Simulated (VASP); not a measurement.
Wanted: the native input for a VASP 6.6.1 run.

| Item | Value |
| --- | --- |
| Task | relaxation of shape and atoms at fixed volume |
| Functional | PBE |
| Potentials or basis | VASP PAW PBE potentials, release 64 (Hf_pv, O) |
| Cutoff | 600 eV |
| k mesh | 6 × 6 × 8 |
| Occupations | gaussian, width 0.02 eV |
| Spin | no spin polarisation |
| Dipole correction | no |
| Further INCAR settings | ALGO = Normal; EDIFF = 1e-06; IBRION = 2; EDIFFG = -0.01; NSW = 50; ISIF = 4 |

The structure of HfO2 lies in POSCAR:

```
HfO2
1.0
    4.9857195719      0.0000000000      0.0000000000
    0.0000000000      4.9857195719      0.0000000000
    0.0000000000      0.0000000000      3.2884378913
Hf O
2 4
Direct
    0.0000000000      0.0000000000      0.0000000000
    0.5000000000      0.5000000000      0.5000000000
    0.1943084421      0.8056915579      0.5000000000
    0.3056915579      0.3056915579      0.0000000000
    0.6943084421      0.6943084421      0.0000000000
    0.8056915579      0.1943084421      0.5000000000
```

The input as run:

INCAR

```
SYSTEM = HfO2
PREC = Accurate
ENCUT = 600
EDIFF = 1E-6
ISMEAR = 0
SIGMA = 0.02
LREAL = .FALSE.
LASPH = .TRUE.
NELM = 100
ALGO = Normal
ISIF = 4
LWAVE = .FALSE.
LCHARG = .FALSE.
GGA = PE
IBRION = 2
NSW = 50
EDIFFG = -0.01
```

KPOINTS

```
Automatic mesh
0
G
  6 6 8
  0 0 0
```

Potentials or basis: VASP PAW PBE potentials, release 64 (Hf_pv, O).

The run is started by

```bash
$ cat potpaw_PBE.64/Hf_pv/POTCAR potpaw_PBE.64/O/POTCAR > POTCAR
$ mpirun -np 1 vasp_std > vasp.out
```

Results of the run:

```json
{
 "Energy gained by relaxing": "1.2 meV/atom",
 "Ionic steps": "5",
 "Pressure after relaxing": "-12.7 GPa",
 "Largest force after relaxing": "0.006 eV/Å",
 "Band gap on the k mesh": "3.72 eV"
}
```

Caveat: spin-orbit coupling is left out, which moves the levels of the heavy elements.

Run time: 2.3 min on 1 thread of Intel(R) Xeon(R) 6975P-C (Granite Rapids) (shared host), peak memory 0.27 GiB.
